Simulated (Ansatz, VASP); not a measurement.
**One calculation of Tl, two programs**

```
Tl
1.0
     0.00000    2.42023    2.42023
     2.42023    0.00000    2.42023
     2.42023    2.42023    0.00000
Tl
1
Direct
  0.00000 0.00000 0.00000
```

Alike in both runs: functional PBEsol; k mesh 8 × 8 × 8; occupations gaussian, width 0.1 eV; no spin polarisation.

Ansatz relaxed the structure, and its values are those at the end. VASP's run is a single point on that final structure, the one shown.

|  | VASP | Ansatz |
| --- | --- | --- |
| version | VASP 6.6.1 | Ansatz 0.2.0 |
| potentials or method | VASP PAW PBE potentials, release 64 (Tl_d), cutoff 500 eV | scalar-relativistic, plane waves, PAW |
| valence electrons in the cell | 13 | 13 |

```csv
,VASP,Ansatz,Ansatz less VASP
gap on the k mesh at the Fermi level (eV),none,none,-
pressure (GPa),0.1,0.2,+0.04
```

VASP's potentials were made for PBE, not for PBEsol. A gap of «none» marks a metal or a gap that the smearing closes.

Neither program's run includes spin-orbit coupling.
